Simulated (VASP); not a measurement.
# Ca (Pm-3m) in VASP: notebook

Ca is run at these levels: PBE; tasks: single point, relaxation of cell and atoms.

Program: VASP 6.6.1. These are calculated values, not measurements. Logs are shortened: lines on timing, memory, paths and dates and some standing lists are left out, and cuts for length are marked.

### 1 The cell of the first run

The structure is cubic, space group Pm-3m (No. 221). The conventional cell has a = 3.568 Å, b = 3.568 Å, c = 3.568 Å, α = 90.00°, β = 90.00°, γ = 90.00°. Ca (site symmetry m-3m) has 6 Ca at 3.57 Å within 4.7 Å.

This isn't the form of Ca at room conditions, which is fcc.

### 2 Single point, PBE

INCAR

```
PREC = Accurate
ENCUT = 520
EDIFF = 1E-6
ISMEAR = -1
SIGMA = 0.08
LREAL = F
LASPH = T
NELM = 100
ALGO = Normal
ISIF = 2
LWAVE = F
LCHARG = F
GGA = PE
NBANDS = 11
```

KPOINTS

```
regular mesh
0
Gamma
  11 11 11
```

POSCAR

```
Ca
1.0
    3.5680914670      0.0000000000      0.0000000000
    0.0000000000      3.5680914670      0.0000000000
    0.0000000000      0.0000000000      3.5680914670
Ca
1
Direct
    0.0000000000      0.0000000000      0.0000000000
```

Potentials or basis: VASP PAW PBE potentials, release 64 (Ca_sv).

Run with:

```console
$ cat potpaw_PBE.64/Ca_sv/POTCAR > POTCAR
$ mpirun -np 1 vasp_std > vasp.out
```

OUTCAR:

```text
PREC = Accurate
   ENCUT = 520
   EDIFF = 1E-6
   ISMEAR = -1
   LREAL = F
   LASPH = T
   NELM = 100
   ISIF = 2
   GGA = PE

 ion  position               nearest neighbor table
   1  0.000  0.000  0.000-

  LATTYP: Found a simple cubic cell.
 ALAT       =     3.5680914670

  Lattice vectors:

 A1 = (   3.5680914670,   0.0000000000,   0.0000000000)
 A2 = (   0.0000000000,   3.5680914670,   0.0000000000)
 A3 = (   0.0000000000,   0.0000000000,   3.5680914670)

Analysis of symmetry for initial positions (statically):
=====================================================================
 Subroutine PRICEL returns:
 Original cell was already a primitive cell.

 Routine SETGRP: Setting up the symmetry group for a
 simple cubic supercell.

 Subroutine GETGRP returns: Found 48 space group operations
 (whereof 48 operations were pure point group operations)
 out of a pool of 48 trial point group operations.

The static configuration has the point symmetry O_h .

Analysis of symmetry for dynamics (positions and initial velocities):
=====================================================================
 Subroutine PRICEL returns:
 Original cell was already a primitive cell.

 Routine SETGRP: Setting up the symmetry group for a
 simple cubic supercell.

 Subroutine GETGRP returns: Found 48 space group operations
 (whereof 48 operations were pure point group operations)
 out of a pool of 48 trial point group operations.

The dynamic configuration has the point symmetry O_h .

 Subroutine INISYM returns: Found 48 space group operations
 (whereof 48 operations are pure point group operations),
 and found     1 'primitive' translations

----------------------------------------------------------------------------------------

                                     Primitive cell

  volume of cell :      45.4264

  direct lattice vectors                    reciprocal lattice vectors
     3.568091467  0.000000000  0.000000000     0.280261874  0.000000000  0.000000000
     0.000000000  3.568091467  0.000000000     0.000000000  0.280261874  0.000000000
     0.000000000  0.000000000  3.568091467     0.000000000  0.000000000  0.280261874

  length of vectors
     3.568091467  3.568091467  3.568091467     0.280261874  0.280261874  0.280261874

  position of ions in fractional coordinates (direct lattice)
     0.000000000  0.000000000  0.000000000

  ion indices of the primitive-cell ions
   primitive index   ion index
                 1           1

----------------------------------------------------------------------------------------

 KPOINTS: regular mesh

Automatic generation of k-mesh.
 Grid dimensions read from file:
 generate k-points for:   11   11   11

 Generating k-lattice:

  Cartesian coordinates                     Fractional coordinates (reciprocal lattice)
     0.025478352  0.000000000  0.000000000     0.090909091  0.000000000  0.000000000
     0.000000000  0.025478352  0.000000000     0.000000000  0.090909091  0.000000000
     0.000000000  0.000000000  0.025478352     0.000000000  0.000000000  0.090909091

  Length of vectors
     0.025478352  0.025478352  0.025478352

  Shift w.r.t. Gamma in fractional coordinates (k-lattice)
     0.000000000  0.000000000  0.000000000

 Subroutine IBZKPT returns following result:
 ===========================================

 Found     56 irreducible k-points:

 Following reciprocal coordinates:
            Coordinates               Weight
  0.000000  0.000000  0.000000      1.000000
  0.090909  0.000000  0.000000      6.000000
  0.181818  0.000000  0.000000      6.000000
  0.272727  0.000000  0.000000      6.000000
  0.363636  0.000000  0.000000      6.000000
  0.454545  0.000000  0.000000      6.000000
[... 16 lines left out ...]
  0.181818  0.090909  0.090909     24.000000
  0.272727  0.090909  0.090909     24.000000
 [... further k-points ...]
   k-points           NKPTS =     56   k-points in BZ     NKDIM =     56   number of bands    NBANDS=     11
   number of dos      NEDOS =    301   number of ions     NIONS =      1
   total plane-waves  NPLWV =  21952
   dimension x,y,z NGX =    28 NGY =   28 NGZ =   28
   dimension x,y,z NGXF=    56 NGYF=   56 NGZF=   56
   ions per type =               1
   NGX,Y,Z   is equivalent  to a cutoff of  13.05, 13.05, 13.05 a.u.
   NGXF,Y,Z  is equivalent  to a cutoff of  26.09, 26.09, 26.09 a.u.
 SYSTEM =  unknown system
   PREC   = accura    normal or accurate (medium, high low for compatibility)
   ISTART =      0    job   : 0-new  1-cont  2-samecut
   ICHARG =      2    charge: 1-file 2-atom 10-const
   ISPIN  =      1    spin polarized calculation?
   LNONCOLLINEAR =      F non collinear calculations
   LSORBIT =      F    spin-orbit coupling
   LASPH  =      T    aspherical Exc in radial PAW
   ENCUT  =  520.0 eV  38.22 Ry    6.18 a.u.   6.63  6.63  6.63*2*pi/ulx,y,z
   NELM   =    100;   NELMIN=  2; NELMDL= -5     # of ELM steps
   EDIFF  = 0.1E-05   stopping-criterion for ELM
   LREAL  =      F    real-space projection
   EDIFFG = 0.1E-04   stopping-criterion for IOM
   NSW    =      0    number of steps for IOM
   IBRION =     -1    ionic relax: 0-MD 1-quasi-New 2-CG
   NFREE  =      0    steps in history (QN), initial steepest desc. (CG)
   ISIF   =      2    stress and relaxation
   ISYM   =      2    0-nonsym 1-usesym 2-fastsym
   POTIM  = 0.5000    time-step for ionic-motion
   TEBEG  =    0.0;   TEEND  =   0.0 temperature during run
   PSTRESS=    0.0 pullay stress
   NELECT =      10.0000    total number of electrons
   NUPDOWN=      -1.0000    fix difference up-down
   EMIN   =  10.00;   EMAX   =-10.00  energy-range for DOS
   EFERMI =   0.00;   METHOD = LEGACY
   ISMEAR =    -1;   SIGMA  =   0.08  broadening in eV -4-tet -1-fermi 0-gaus
   EFERMI_NEDOS =   21; number of points for ismear=-14 and -15
   IALGO  =     38    algorithm
   IMIX   =      4    mixing-type and parameters
     AMIX     =   0.40;   BMIX     =  1.00
     AMIX_MAG =   1.60;   BMIX_MAG =  1.00
  volume/ion in A,a.u.               =      45.43       306.55
  Fermi-wavevector in a.u.,A,eV,Ry     =   0.988490  1.867975 13.294417  0.977112
  Thomas-Fermi vector in A             =   2.120020
   LORBIT       =      0    0 simple, 1 ext, 2 COOP (PROOUT), +10 PAW based schemes
   GGA     = PE    functional components
   LHFCALC =     F    Hartree Fock is set to
   AEXX    =    0.0000 exact exchange contribution
   IVDW    =     0    specifies the selected vdW correction
   LEPSILON=     F    determine dielectric tensor
   LRPA    =     F    only Hartree local field effects (RPA)
 non-spin polarized calculation
  energy-cutoff  :      520.00
  volume of cell :       45.43
 maximum number of plane-waves:      1245
 NGX is ok and might be reduce to    28
   NGX = 13   NGY = 13   NGZ = 13

 number of electron      10.0000000 magnetization

 Free energy of the ion-electron system (eV)
  ---------------------------------------------------
  ext. energy  EPLUGINS =         0.00000000
  ---------------------------------------------------
  free energy    TOTEN  =        -1.54459682 eV

  energy without entropy =       -1.52090913  energy(sigma->0) =       -1.53275297

 E-fermi :   1.5866     XC(G=0):  -7.4883

 val. band max:        1.5139875490   @ k =   0.4545   0.4545   0.1818
 cond. band min:       1.6410008330   @ k =   0.3636   0.3636   0.3636
 fundamental gap:      0.1270132841
 Fermi energy:         1.5865986272

 k-point     1 :       0.0000    0.0000    0.0000
  band No.  band energies     occupation
      1     -40.7172      2.00000
      2     -21.6168      2.00000
      3     -21.6168      2.00000
      4     -21.6168      2.00000
      5      -2.1786      2.00000
      6       2.4211      0.00006
      7       2.4211      0.00006
      8       5.5053      0.00000
      9       5.5053      0.00000
     10       5.5053      0.00000
     11       9.8513      0.00000

 k-point     2 :       0.0909    0.0000    0.0000
  band No.  band energies     occupation
      1     -40.7160      2.00000
      2     -21.6312      2.00000
      3     -21.6156      2.00000
      4     -21.6156      2.00000
      5      -2.0666      2.00000
      6       2.4517      0.00004
      7       2.4549      0.00004
      8       5.3835      0.00000
      9       5.3835      0.00000
     10       5.5134      0.00000
     11       9.1185      0.00000

 k-point     3 :       0.1818    0.0000    0.0000
  band No.  band energies     occupation
      1     -40.7129      2.00000
      2     -21.6698      2.00000
      3     -21.6124      2.00000
      4     -21.6124      2.00000
      5      -1.7386      2.00000
      6       2.4897      0.00003
      7       2.5483      0.00001
      8       5.0944      0.00000
      9       5.0944      0.00000
     10       5.5352      0.00000
     11       7.9374      0.00000

 k-point     4 :       0.2727    0.0000    0.0000
  band No.  band energies     occupation
      1     -40.7087      2.00000
      2     -21.7197      2.00000
      3     -21.6081      2.00000
      4     -21.6081      2.00000
      5      -1.2185      2.00000
      6       2.3732      0.00011
      7       2.6774      0.00000
      8       4.7729      0.00000
      9       4.7729      0.00000
     10       5.5640      0.00000
     11       7.0424      0.00000
[... 239 lines left out ...]
 k-point    22 :       0.0909    0.0909    0.0909
  band No.  band energies     occupation
      1     -40.7137      2.00000
      2     -21.6300      2.00000
      3     -21.6281      2.00000
      4     -21.6281      2.00000
      5      -1.8444      2.00000
      6       2.5249      0.00002
      7       2.5249      0.00002
      8       5.1868      0.00000
      9       5.2967      0.00000
     10       5.2967      0.00000
     11       9.3704      0.00000

 k-point    23 :       0.1818    0.0909    0.0909
  band No.  band energies     occupation
      1     -40.7105      2.00000
      2     -21.6671      2.00000
      3     -21.6260      2.00000
      4     -21.6248      2.00000
      5      -1.5208      2.00000
      6       2.5867      0.00001
      7       2.6213      0.00000
      8       4.8995      0.00000
      9       4.9816      0.00000
     10       5.3112      0.00000
     11       8.2840      0.00000

 k-point    24 :       0.2727    0.0909    0.0909
  band No.  band energies     occupation
      1     -40.7064      2.00000
      2     -21.7167      2.00000
      3     -21.6216      2.00000
      4     -21.6204      2.00000
      5      -1.0081      2.00000
      6       2.4859      0.00003
      7       2.7586      0.00000
      8       4.6273      0.00000
      9       4.6302      0.00000
     10       5.3493      0.00000
     11       7.3233      0.00000

 [... further k-points ...]
[... 5 lines left out ...]
  --------------------------------------------------------------------------------------
  -------------------------------------------------------------------------------------
  Total       -0.1050546     -0.1050546     -0.1050546      0.0000000      0.0000000      0.0000000
  in kB       -3.7052506     -3.7052506     -3.7052506      0.0000000      0.0000000      0.0000000
  external PRESSURE =      -3.7052506 kB  Pullay stress =       0.0000000 kB

 VOLUME and BASIS-vectors are now :
 -----------------------------------------------------------------------------
  energy-cutoff  :      520.00
  volume of cell :       45.43
      direct lattice vectors                 reciprocal lattice vectors
     3.568091467  0.000000000  0.000000000     0.280261874  0.000000000  0.000000000
     0.000000000  3.568091467  0.000000000     0.000000000  0.280261874  0.000000000
     0.000000000  0.000000000  3.568091467     0.000000000  0.000000000  0.280261874

 POSITION                                       TOTAL-FORCE (eV/Angst)
 -----------------------------------------------------------------------------------
      0.00000      0.00000      0.00000         0.000000      0.000000      0.000000
 -----------------------------------------------------------------------------------
    total drift:                               -0.000000     -0.000000     -0.000000

  FREE ENERGIE OF THE ION-ELECTRON SYSTEM (eV)
  ---------------------------------------------------
  free  energy   TOTEN  =        -1.5445968168 eV

  energy  without entropy=       -1.5209091302  energy(sigma->0) =       -1.53275297
```

It took 26 s on 1 thread of Intel Xeon 8259CL, shared host; peak memory 0.17 GiB.

What came out:

```
Free energy            : -1.5446 eV
Pressure               : -0.4 GPa
Band gap on the k mesh : zero (bands 5 and 6 overlap by 0.95 eV)
```

Levels at points of the mesh, in eV from the Fermi level:
```
           k point  band 1  band 2  band 3  band 4  band 5  band 6  band 7  band 8  band 9  band 10
(0.00, 0.00, 0.00)  -42.30  -23.20  -23.20  -23.20   -3.77    0.83    0.83    3.92    3.92     3.92
```

### 3 Relaxation of cell and atoms, PBE, target pressure -0.37 GPa, at which the enthalpy is minimised

This run uses another cell than the first one, of 46.76 Å³/atom.

INCAR

```
SYSTEM = Ca
  PREC = Accurate
  ENCUT = 600
  EDIFF = 1E-6
  ISMEAR = -1
  SIGMA = 0.08
  LREAL = .FALSE.
  LASPH = .TRUE.
  NELM = 80
  ALGO = Normal
  ISIF = 3
  LWAVE = .FALSE.
  LCHARG = .FALSE.
  GGA = PE
  IBRION = 2
  NSW = 60
  EDIFFG = -0.005
  PSTRESS = -3.7
```

KPOINTS

```
Automatic mesh
0
G
  11 11 11
  0 0 0
```

POSCAR

```
Ca
1.0
    3.6027094418      0.0000000000      0.0000000000
    0.0000000000      3.6027094418      0.0000000000
    0.0000000000      0.0000000000      3.6027094418
Ca
1
Direct
    0.0000000000      0.0000000000      0.0000000000
```

Potentials or basis: VASP PAW PBE potentials, release 64 (Ca_sv).

Run with:

```console
$ cat potpaw_PBE.64/Ca_sv/POTCAR > POTCAR
$ mpirun -np 1 vasp_std > vasp.out
```

Run time: 74 s. Hardware: 1 thread of Intel Xeon 8259CL, shared host; peak memory 0.19 GiB.

The run converged. Its results:

| Property | Result |
| --- | --- |
| Free energy | -1.5446 eV |
| Relaxed volume | 45.46 Å³/atom |
| Relaxed cell | a = 3.569 Å, b = 3.569 Å, c = 3.569 Å, α = 90.00°, β = 90.00°, γ = 90.00° |
| Space group after relaxing (to 0.1 Å) | Pm-3m (No. 221) |
| Energy change on relaxing (the run minimises the enthalpy) | -3.9 meV/atom |
| Ionic steps | 3 |
| Pressure after relaxing | -0.4 GPa |
| Band gap on the k mesh | zero (bands 5 and 6 overlap by 0.95 eV) |

The path:
```
step  energy change (eV)  largest force (eV/Å)  pressure (GPa)  volume (Å³)
   1              0.0000                0.0000           -0.60        46.76
   2             -0.0016                0.0000           -0.52        46.30
   3             -0.0039                0.0000           -0.35        45.46
```

Final structure:
```
Ca
1.0
     3.56909    0.00000    0.00000
     0.00000    3.56909    0.00000
     0.00000    0.00000    3.56909
Ca
1
Direct
  0.00000 0.00000 0.00000
```

Levels at points of the mesh, in eV from the Fermi level:
```csv
k point,band 1,band 2,band 3,band 4,band 5,band 6,band 7,band 8,band 9
"(0.00, 0.00, 0.00)",-42.31,-23.21,-23.21,-23.21,-3.76,0.83,0.83,3.92,3.92
```

Caveat: the cell is relaxed towards a set pressure, so the run minimises the enthalpy, not the energy.

The gap in the log of VASP goes by the Fermi energy; the results here count the filled bands.